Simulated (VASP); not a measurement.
A run of VASP 6.6.1 is set up as follows.

INCAR

```
PREC = Accurate ; ENCUT = 520
EDIFF = 1E-6 ; ISMEAR = -1
SIGMA = 0.05 ; LREAL = F
LASPH = T ; NELM = 100
ALGO = Normal ; ISIF = 2
LWAVE = F ; LCHARG = T
GGA = PS ; LELF = T
LVHAR = T ; NBANDS = 30
```

KPOINTS

```
regular mesh
0
Gamma
  5 5 5
```

The input POSCAR:

```
KCd3
1.0
    0.0000000000      3.7162856689      3.7162856689
    3.7162856689      0.0000000000      3.7162856689
    3.7162856689      3.7162856689      0.0000000000
K Cd
1 3
Direct
    0.0000000000      0.0000000000      0.0000000000
    0.2500000000      0.2500000000      0.2500000000
    0.7500000000      0.7500000000      0.7500000000
    0.5000000000      0.5000000000      0.5000000000
```

Potentials or basis: VASP PAW PBE potentials, release 64 (K_sv, Cd).

Run with:

```bash
$ cat potpaw_PBE.64/K_sv/POTCAR potpaw_PBE.64/Cd/POTCAR > POTCAR
$ mpirun -np 1 vasp_std > vasp.out
```

Q: Estimate the pressure.

A: 0.1 GPa.

Caveat: the PAW data sets were made with another functional, which shifts forces and pressure a little.
